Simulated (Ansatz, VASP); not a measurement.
## One calculation of Cu3Te, two programs

```
Cu Te
1.0
     3.94666    0.00000    0.00000
     0.00000    3.94666    0.00000
     0.00000    0.00000    3.94666
Cu Te
3 1
Direct
  0.00000 0.50000 0.50000
  0.50000 0.00000 0.50000
  0.50000 0.50000 0.00000
  0.00000 0.00000 0.00000
```

Alike in both runs: task single point; functional PBE; k mesh 6 × 6 × 6; occupations fermi-dirac, width 0.2 eV; no spin polarisation.

|  | VASP | Ansatz |
| --- | --- | --- |
| version | VASP 6.6.1 | Ansatz 0.2.0 |
| potentials or method | VASP PAW PBE potentials, release 64 (Cu, Te) | plane waves, norm-conserving potentials |
| plane-wave cutoff (eV) | 520 | 1252 |
| valence electrons in the cell | 39 | 73 |

VASP gave:

- pressure (GPa): 1.1

Q: Which values does Ansatz return?

A: Pressure (GPa): 1.0.

VASP's potentials hold 39 valence electrons a cell and Ansatz's 73, so a difference there can come from the potentials and not from the codes.

Neither program's run includes spin-orbit coupling.
